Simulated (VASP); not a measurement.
GaN, 2 atoms in the cell. Symmetry: Fm-3m, No. 225, cubic system. Conventional cell: a = 4.217 Å, b = 4.217 Å, c = 4.217 Å, α = 90.00°, β = 90.00°, γ = 90.00°. Within 2.8 Å of Ga (site symmetry m-3m) lie 6 N at 2.11 Å. Within 2.8 Å of N (site symmetry m-3m) lie 6 Ga at 2.11 Å. 

```yaml
Program: VASP 6.6.1
Task: single point
Functional: PBEsol
Potentials_or_basis: VASP PAW PBE potentials, release 64 (Ga_d, N)
Cutoff: 600 eV
k_mesh: 8 × 8 × 8
Occupations: tetrahedron
Spin: no spin polarisation
Dipole_correction: no
Further_INCAR_settings: ALGO = Normal; EDIFF = 1e-06; NBANDS = 16
```

Potentials or basis: VASP PAW PBE potentials, release 64 (Ga_d, N).

Run with:

```bash
$ cat potpaw_PBE.64/Ga_d/POTCAR potpaw_PBE.64/N/POTCAR > POTCAR
$ mpirun -np 1 vasp_std > vasp.out
```

Hardware: 1 thread of Intel(R) Xeon(R) 6975P-C (Granite Rapids) (shared host).

How long does it take, and how much memory?

It took 5 s on 1 thread of Intel(R) Xeon(R) 6975P-C (Granite Rapids) (shared host), peak memory 0.14 GiB. Counts: scf iterations 12, k points 29.
